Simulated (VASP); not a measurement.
SiC, 2 atoms in the cell. It takes space group I-4m2 (No. 119, tetragonal). Conventional cell: a = 3.089 Å, b = 3.089 Å, c = 4.313 Å, α = 90.00°, β = 90.00°, γ = 90.00°. Within 2.5 Å of Si (site symmetry -4m2) lie 4 C at 1.88 Å. C (site symmetry -4m2) has 4 Si at 1.88 Å within 2.5 Å.  This cell differs from its parent crystal: strained cell.

```yaml
Program: VASP 6.6.1
Task: single point
Functional: PBEsol
Potentials_or_basis: VASP PAW PBE potentials, release 64 (Si, C)
Cutoff: 600 eV
k_mesh: 10 × 10 × 10
Occupations: gaussian, width 0.02 eV
Spin: no spin polarisation
Dipole_correction: no
Further_INCAR_settings: ALGO = Normal; EDIFF = 1e-06; NBANDS = 11
```

Potentials or basis: VASP PAW PBE potentials, release 64 (Si, C).

Run with:

```bash
$ cat potpaw_PBE.64/Si/POTCAR potpaw_PBE.64/C/POTCAR > POTCAR
$ mpirun -np 1 vasp_std > vasp.out
```

Hardware: 1 thread of Intel Xeon 8259CL (shared host).

Problem. How long does it take, and how much memory?

Solution. It took 59 s on 1 thread of Intel Xeon 8259CL (shared host), peak memory 0.17 GiB. Counts: scf iterations 12, k points 102.
